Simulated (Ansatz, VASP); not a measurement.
## Ga: VASP beside Ansatz

INCAR

```
PREC     = Accurate       # precision mode
ENCUT    = 520            # plane-wave cutoff, eV
EDIFF    = 1E-6           # SCF threshold, eV
ISMEAR   = -1             # smearing method
SIGMA    = 0.1            # smearing width, eV
LREAL    = False          # projectors in reciprocal space
LASPH    = True           # aspherical terms in the spheres
NELM     = 60             # most SCF steps
ALGO     = Normal         # electronic algorithm
ISIF     = 2              # what is computed and relaxed
LWAVE    = False          # write WAVECAR
LCHARG   = False          # write CHGCAR
GGA      = PE             # functional
NBANDS   = 34             # bands
```

Contents of KPOINTS:

```
Automatic mesh
0
Gamma
  11 11 9
```

The input POSCAR:

```
Ga
1.0
    2.3107968683     -3.8729233244      0.0000000000
    2.3107968683      3.8729233244      0.0000000000
    0.0000000000      0.0000000000      4.5463111460
Ga
4
Direct
    0.8442122196      0.1557877804      0.0839449706
    0.6557877804      0.3442122196      0.5839449706
    0.1557877804      0.8442122196      0.9160550294
    0.3442122196      0.6557877804      0.4160550294
```

Input for Ansatz:

```yaml
crystal:
  lattice:
    - [2.3107968683, -3.8729233244, 0.0]
    - [2.3107968683, 3.8729233244, 0.0]
    - [0.0, 0.0, 4.546311146]
  atoms:
    - { symbol: Ga, position: [0.8442122196, 0.1557877804, 0.0839449706] }
    - { symbol: Ga, position: [0.6557877804, 0.3442122196, 0.5839449706] }
    - { symbol: Ga, position: [0.1557877804, 0.8442122196, 0.9160550294] }
    - { symbol: Ga, position: [0.3442122196, 0.6557877804, 0.4160550294] }
hamiltonian:
  xc: pbe
  pseudopotentials:
    kind: paw
    azcp:
      Ga: "pseudopotentials/Ga.paw.azcp"
basis:
  ecutwfc: 420
  fft_grid_basis: typed
kpoints:
  mp_grid: { grid: [11, 11, 9], shift: [0, 0, 0] }
magnetization:
  spin_polarized: false
scf:
  occupations: { method: fermi_dirac, width: 0.1 }
  lower_state_search: "off"
output:
  stress: true
```

Alike in both runs: task single point; functional PBE; k mesh 11 × 11 × 9; occupations fermi-dirac, width 0.1 eV; no spin polarisation.

|  | VASP | Ansatz |
| --- | --- | --- |
| version | VASP 6.6.1 | Ansatz 0.2.0 |
| potentials or method | VASP PAW PBE potentials, release 64 (Ga_d), cutoff 520 eV | plane waves (420 eV) with PAW, scalar-relativistic |
| valence electrons in the cell | 52 | 52 |

```tsv
	VASP	Ansatz	Ansatz less VASP
pressure (GPa)	0.1	-0.1	-0.16
traceless stress, the component that is largest in VASP (GPa)	-0.23	-0.22	+0.013
```
